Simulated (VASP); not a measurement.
Input of a VASP 6.6.1 run:

INCAR

```
SYSTEM = C
  ALGO = Normal
  EDIFF = 1E-7
  EDIFFG = -0.02
  ENCUT = 520
  GGA = PE
  IBRION = 2
  ISIF = 2
  ISMEAR = -1
  LASPH = .True.
  LCHARG = .False.
  LREAL = .False.
  LWAVE = .False.
  NELM = 80
  NSW = 80
  PREC = Accurate
  SIGMA = 0.05
```

Contents of KPOINTS:

```
k-points
0
Gamma
  13 13 13
  0 0 0
```

File POSCAR:

```
C
1.0
    1.2280287114      0.7090027071      3.3470114498
   -1.2280287114      0.7090027071      3.3470114498
    0.0000000000     -1.4180054142      3.3470114498
C
2
Direct
    0.8360000000      0.8360000000      0.8360000000
    0.1640000000      0.1640000000      0.1640000000
```

Potentials or basis: VASP PAW PBE potentials, release 64 (C).

Command:

```console
$ cat potpaw_PBE.64/C/POTCAR > POTCAR
$ mpirun -np 1 vasp_std > vasp.out
```

(1) Estimate the energy gained by relaxing.

Results:

(1) 11.5 meV/atom.
